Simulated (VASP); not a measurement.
Al16H2C: single point with PBE+D3(BJ)

Al16H2C, a slab with vacuum:

```xyz
19
Lattice="8.1000 0.0000 0.0000 0.0000 5.7276 0.0000 0.0000 0.0000 16.2957" Properties=species:S:1:pos:R:3 pbc="T T T"
Al    2.0250    1.4319    1.0000
Al    6.0750    1.4319    1.0000
Al    2.0250    4.2957    1.0000
Al    6.0750    4.2957    1.0000
Al   -0.0001    0.0089    2.3113
Al    4.0503    0.0074    2.2893
Al    0.0000    2.8761    2.2326
Al    4.0498    2.8672    2.2801
Al    2.0169    1.4438    3.7897
Al    6.0836    1.4449    3.7890
Al    2.0370    4.3441    3.8039
Al    6.0646    4.3431    3.8041
Al   -0.0026    0.1923    5.3879
Al    4.0510    0.0207    5.0944
Al    0.0033    3.0487    4.9945
Al    4.0501    2.8756    5.0684
C    -0.0112    2.5826    6.8323
H    -0.9342    2.6986    7.4163
H     0.8880    2.7025    7.4512
```

```yaml
Program: VASP 6.6.1
Task: single point
Functional: PBE
Dispersion: D3(BJ)
Potentials_or_basis: VASP PAW PBE potentials, release 64 (Al, C, H)
Cutoff: 520 eV
k_mesh: 3 × 4 × 1
Occupations: gaussian, width 0.15 eV
Spin: no spin polarisation
Dipole_correction: no
Further_INCAR_settings: LREAL = Auto; ALGO = Normal; EDIFF = 1e-06; NBANDS = 42
```

```yaml
Largest_force: 0.463 eV/Å
Band_gap_on_the_k_mesh: zero (bands 27 and 28 overlap by 0.88 eV)
Dispersion_energy_per_atom: -0.183 eV
```

Forces on the atoms (eV/Å):
```
Al  -0.022  0.026 -0.004
Al   0.022  0.027 -0.006
Al  -0.034  0.014  0.022
Al   0.033  0.013  0.021
Al   0.000  0.013  0.013
Al   0.000  0.012  0.001
Al   0.000  0.018  0.011
Al   0.001  0.005 -0.001
Al  -0.013  0.044 -0.006
Al   0.013  0.044 -0.007
Al   0.019  0.052  0.017
Al  -0.019  0.052  0.017
Al  -0.002  0.316  0.117
Al   0.000  0.032  0.007
Al   0.005  0.299 -0.001
Al   0.000  0.019  0.000
C   -0.013 -0.452 -0.101
H   -0.006 -0.266 -0.039
H    0.013 -0.268 -0.059
```

Levels at points of the mesh, in eV from the Fermi level:
| k point | band 22 | band 23 | band 24 | band 25 | band 26 | band 27 | band 28 | band 29 | band 30 | band 31 |
| --- | --- | --- | --- | --- | --- | --- | --- | --- | --- | --- |
| (0.00, 0.00, 0.00) | -1.78 | -1.68 | -1.24 | -0.83 | -0.69 | -0.66 | -0.43 | 0.12 | 0.47 | 0.59 |
| (0.00, 0.50, 0.00) | -1.06 | -0.93 | -0.86 | -0.36 | -0.20 | 0.45 | 0.54 | 0.70 | 1.08 | 1.09 |

It took 4.3 min on 1 thread of Intel(R) Xeon(R) 6975P-C (Granite Rapids), on a shared host, peak memory 0.76 GiB.
